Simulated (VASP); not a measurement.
A run of VASP 6.6.1 is set up as follows.

The input INCAR:

```
SYSTEM = GaN
ALGO = Normal
EDIFF = 1E-7
EDIFFG = -0.05
ENCUT = 600
GGA = PE
IBRION = 2
ISIF = 3
ISMEAR = 0
LASPH = .True.
LCHARG = .False.
LREAL = .False.
LWAVE = .False.
NELM = 60
NSW = 80
PREC = Accurate
SIGMA = 0.1
```

Contents of KPOINTS:

```
k-points
0
Gamma
  12 12 8
  0 0 0
```

File POSCAR:

```
GaN
1.0
    2.4887843092      0.0000000000      0.0000000000
   -1.2443921546      2.1553504363      0.0000000000
    0.0000000000      0.0000000000      2.4033883778
Ga N
1 1
Direct
    0.6666666667      0.3333333333      0.0000000000
    0.3333333333      0.6666666667      0.5000000000
```

Potentials or basis: VASP PAW PBE potentials, release 64 (Ga_d, N).

The run is started by

```console
$ cat potpaw_PBE.64/Ga_d/POTCAR potpaw_PBE.64/N/POTCAR > POTCAR
$ mpirun -np 1 vasp_std > vasp.out
```

**Question.** Estimate the band gap on the k mesh.

**Answer.** Zero (bands 9 and 10 overlap by 1.15 eV).

**Question.** Predict the relaxed volume.

**Answer.** 10.25 Å³/atom.

**Question.** What does it give for the space group after relaxing (to 0.1 Å)?

**Answer.** P-6m2 (No. 187).

The path:
| step | energy change (eV) | largest force (eV/Å) | pressure (GPa) | volume (Å³) |
| --- | --- | --- | --- | --- |
| 1 | 0.0000 | 0.0000 | 232.79 | 12.89 |
| 2 | -0.3013 | 0.0000 | -34.64 | 39.44 |
| 3 | -3.6102 | 0.0000 | -10.93 | 21.82 |
| 4 | -3.6467 | 0.0000 | -5.62 | 21.08 |
| 5 | -3.6569 | 0.0000 | -0.27 | 20.45 |
| 6 | -3.7207 | 0.0000 | 0.94 | 20.51 |
| 7 | -3.7257 | 0.0000 | 0.38 | 20.51 |

Caveat: the volume moved by over 15 % at a fixed basis, so the end points are rough.
